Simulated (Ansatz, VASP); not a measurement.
**One calculation of InGaAs2, two programs**

Contents of INCAR:

```
SYSTEM = InGaAs2
ALGO     = Normal         ! electronic algorithm
EDIFF    = 1E-6           ! SCF threshold, eV
ENCUT    = 520            ! plane-wave cutoff, eV
GGA      = PS             ! functional
ISIF     = 2              ! what is computed and relaxed
ISMEAR   = 0              ! smearing method
LASPH    = .True.         ! aspherical terms in the spheres
LCHARG   = .True.         ! write CHGCAR
LELF     = .True.         ! ELF
LREAL    = .False.        ! projectors in reciprocal space
LVHAR    = .True.       
LWAVE    = .False.        ! write WAVECAR
NBANDS   = 26             ! bands
NELM     = 80             ! most SCF steps
PREC     = Accurate       ! precision mode
SIGMA    = 0.15           ! smearing width, eV
```

The input KPOINTS:

```
k-points
0
Gamma
  12 12 8
  0 0 0
```

Contents of POSCAR:

```
InGaAs2
1.0
    4.1441162571      0.0000000000      0.0000000000
    0.0000000000      4.1441162571      0.0000000000
    0.0000000000      0.0000000000      5.6087979416
In Ga As
1 1 2
Direct
    0.0000000000      0.0000000000      0.5000000000
    0.5000000000      0.5000000000      0.0000000000
    0.5000000000      0.0000000000      0.7697097067
    0.0000000000      0.5000000000      0.2302902933
```

Input for Ansatz:

```yaml
crystal:
  lattice:
    - [4.1441162571, 0.0, 0.0]
    - [0.0, 4.1441162571, 0.0]
    - [0.0, 0.0, 5.6087979416]
  atoms:
    - { symbol: In, position: [0.0, 0.0, 0.5] }
    - { symbol: Ga, position: [0.5, 0.5, 0.0] }
    - { symbol: As, position: [0.5, 0.0, 0.7697097067] }
    - { symbol: As, position: [0.0, 0.5, 0.2302902933] }
basis:
  ecutwfc: 420
kpoints:
  mp_grid: { grid: [12, 12, 8] }
hamiltonian:
  xc: pbesol
scf:
  occupations: { method: gaussian, width: 0.15 }
output:
  forces: true
  stress: true
  eigenvalues: true
```

Change from the starting cell: strain +0.000 along x and y, -0.050 along z, atoms carried along.

Alike in both runs: task single point; functional PBEsol; k mesh 12 × 12 × 8; occupations gaussian, width 0.15 eV; no spin polarisation.

|  | VASP | Ansatz |
| --- | --- | --- |
| version | VASP 6.6.1 | Ansatz 0.2.0 |
| potentials or method | VASP PAW PBE potentials, release 64 (In_d, Ga_d, As), cutoff 520 eV | scalar-relativistic, plane waves, PAW |
| valence electrons in the cell | 36 | 56 |

Ansatz gave:

| Item | Value |
| --- | --- |
| gap on the k mesh at the Fermi level (eV) | 0.17 |
| least direct gap on the mesh (eV) | 0.17 |
| pressure (GPa) | 3.5 |
| traceless stress, the component that is largest in VASP (GPa) | 1.39 |
| rms of the force components (eV/Å) | 0.036 |

Which values does VASP return?

gap on the k mesh at the Fermi level (eV): 0.18; least direct gap on the mesh (eV): 0.18; pressure (GPa): 3.7; traceless stress, the component that is largest in VASP (GPa): 1.38; rms of the force components (eV/Å): 0.036.

VASP's potentials were made for PBE, not for PBEsol. Atom by atom the forces differ by 0.000 eV/Å (rms over components). VASP's potentials hold 36 valence electrons a cell and Ansatz's 56, so a difference there can come from the potentials and not from the codes.
